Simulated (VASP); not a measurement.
**TiAl: single point with PBEsol+D3(BJ)**

Crystal: TiAl.

```
Ti Al
1.0
     2.86726    0.00000    0.00000
    -1.43363    2.48312    0.00000
     0.00000    0.00000    4.67808
Ti Al
1 1
Direct
  0.00000 0.00000 0.00000
  0.33333 0.66667 0.50000
```

```yaml
Program: VASP 6.6.1
Task: single point
Functional: PBEsol
Dispersion: D3(BJ)
Potentials_or_basis: VASP PAW PBE potentials, release 64 (Ti_sv, Al)
Cutoff: 520 eV
k_mesh: 11 × 11 × 6
Occupations: fermi-dirac, width 0.05 eV
Spin: no spin polarisation
```

```json
{"Pressure": "-7.3 GPa", "Dispersion energy per atom": "-0.457 eV"}
```

Stress tensor (GPa, compression positive):
```
-6.77  0.00  0.00
 0.00 -6.77  0.00
 0.00  0.00 -8.35
```

Levels at points of the mesh, in eV from the Fermi level:
```csv
k point,band 5,band 6,band 7,band 8,band 9,band 10
"(0.00, 0.00, 0.00)",-8.89,-2.29,-1.79,1.29,1.29,2.78
"(0.00, 0.00, 0.50)",-7.99,-5.25,-0.41,1.30,1.30,2.70
```

Run time: 24 s on 1 thread of Intel(R) Xeon(R) Platinum 8375C CPU @ 2.90GHz (Ice Lake) (shared host), peak memory 0.18 GiB.

Caveat: three body term missing; the PAW data sets were made with another functional, which shifts forces and pressure a little; pairwise dispersion overbinds metals, which lowers pressure and volume.
